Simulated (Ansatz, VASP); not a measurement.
# MoH3: VASP beside Ansatz

```
H Mo
1.0
     3.68897    0.00000    0.00000
    -1.84449    3.19475    0.00000
     0.00000    0.00000    3.75356
H Mo
3 1
Direct
  0.33333 0.66667 0.63974
  0.66667 0.33333 0.36026
  0.00000 0.00000 0.50000
  0.00000 0.00000 0.00000
```

Alike in both runs: task relaxation of cell and atoms; functional PBE; k mesh 6 × 6 × 4; occupations gaussian, width 0.1 eV; no spin polarisation.

|  | VASP | Ansatz |
| --- | --- | --- |
| version | VASP 6.6.1 | Ansatz 0.2.0 |
| potentials or method | VASP PAW PBE potentials, release 64 (H, Mo_sv), cutoff 600 eV | scalar-relativistic, plane waves, PAW |
| valence electrons in the cell | 17 | 17 |

|  | VASP | Ansatz | Ansatz less VASP |
| --- | --- | --- | --- |
| gap on the k mesh at the Fermi level, each at its own relaxed structure (eV) | none | none | - |
| relaxed volume (Å³/atom) | 7.06 | 7.06 | +0.002 |
| relaxed length of the cell vector where the two differ most in proportion (Å) | 3.788 | 3.772 | -0.0160 |

A gap of «none» marks a metal or a gap that the smearing closes.

The k mesh is coarse, so the values compare programs but aren't converged. Noted on VASP's run: the volume moved by over 15 % at a fixed basis, so the end points are rough.
